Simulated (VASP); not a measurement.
Cd2S3: single point with PBE

Cd2S3:

```
CELL_PARAMETERS angstrom
3.85833 0.00000 0.00000
-1.92916 3.34141 0.00000
0.00000 0.00000 8.27595
ATOMIC_POSITIONS crystal
Cd 0.33333 0.66667 0.20023
Cd 0.66667 0.33333 0.79977
S 0.00000 0.00000 0.00000
S 0.33333 0.66667 0.63495
S 0.66667 0.33333 0.36505
```

```
Program             : VASP 6.6.1
Task                : single point
Functional          : PBE
Potentials or basis : VASP PAW PBE potentials, release 64 (Cd, S)
Cutoff              : 520 eV
k mesh              : 12 × 12 × 6
Occupations         : gaussian, width 0.1 eV
Spin                : no spin polarisation
```

```yaml
Pressure: 0.4 GPa
Largest_force: 0.039 eV/Å
Band_gap_on_the_k_mesh: zero (bands 21 and 22 overlap by 1.23 eV)
```

Forces in eV/Å, atoms in the order of the input:
```
Cd   0.000  0.000 -0.010
Cd   0.000  0.000  0.010
S    0.000  0.000  0.000
S    0.000  0.000 -0.039
S    0.000  0.000  0.039
```

Levels at points of the mesh, in eV from the Fermi level:
| k point | band 18 | band 19 | band 20 | band 21 | band 22 | band 23 | band 24 | band 25 |
| --- | --- | --- | --- | --- | --- | --- | --- | --- |
| (0.00, 0.00, 0.00) | -0.58 | -0.58 | 0.12 | 0.24 | 0.24 | 2.40 | 4.64 | 5.06 |
| (0.50, 0.00, 0.00) | -1.19 | -0.93 | -0.69 | -0.48 | -0.46 | 1.74 | 5.34 | 5.51 |
| (0.00, 0.00, 0.50) | -0.90 | -0.25 | -0.25 | 0.12 | 0.12 | 3.33 | 4.55 | 4.63 |
| (0.50, 0.00, 0.50) | -1.85 | -1.78 | -1.52 | 0.30 | 0.39 | 2.56 | 4.08 | 4.76 |

It took 4.2 min on 1 thread of Intel(R) Xeon(R) Platinum 8488C (Sapphire Rapids), on a shared host, peak memory 0.4 GiB.
